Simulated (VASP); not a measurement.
Write the native input for VASP 6.6.1 that does the following.

* Task: single point
* Functional: LDA
* Potentials or basis: VASP PAW LDA potentials, release 64 (Sc_sv, Hg)
* Cutoff: 520 eV
* k mesh: 8 × 8 × 8
* Occupations: methfessel-paxton, width 0.1 eV
* Spin: no spin polarisation
* Dipole correction: no
* Further INCAR settings: ALGO = Normal; EDIFF = 1e-06; NBANDS = 18

The structure of ScHg lies in POSCAR:

```
ScHg
1.0
    3.4800000000      0.0000000000      0.0000000000
    0.0000000000      3.4800000000      0.0000000000
    0.0000000000      0.0000000000      3.4800000000
Sc Hg
1 1
Direct
    0.5000000000      0.5000000000      0.5000000000
    0.0000000000      0.0000000000      0.0000000000
```

One way to write it, as run:

INCAR

```
SYSTEM = ScHg
  PREC = Accurate
  ENCUT = 520
  EDIFF = 1E-6
  ISMEAR = 1
  SIGMA = 0.1
  LREAL = .False.
  LASPH = .True.
  NELM = 100
  ALGO = Normal
  ISIF = 2
  LWAVE = .False.
  LCHARG = .False.
  NBANDS = 18
```

KPOINTS

```
Automatic mesh
0
Gamma
  8 8 8
  0 0 0
```

Potentials or basis: VASP PAW LDA potentials, release 64 (Sc_sv, Hg).

The run is started by

```console
$ cat potpaw_LDA.64/Sc_sv/POTCAR potpaw_LDA.64/Hg/POTCAR > POTCAR
$ mpirun -np 1 vasp_std > vasp.out
```

It gave:

* Pressure: -3.6 GPa
* Band gap on the k mesh: zero (an odd number of electrons rules out a gap without spin polarisation)

Caveat: the cell stands under tension; spin-orbit coupling is left out, which moves the levels of the heavy elements.

It took 12 s on 1 thread of Intel(R) Xeon(R) Platinum 8488C (Sapphire Rapids), on a shared host, peak memory 0.15 GiB.
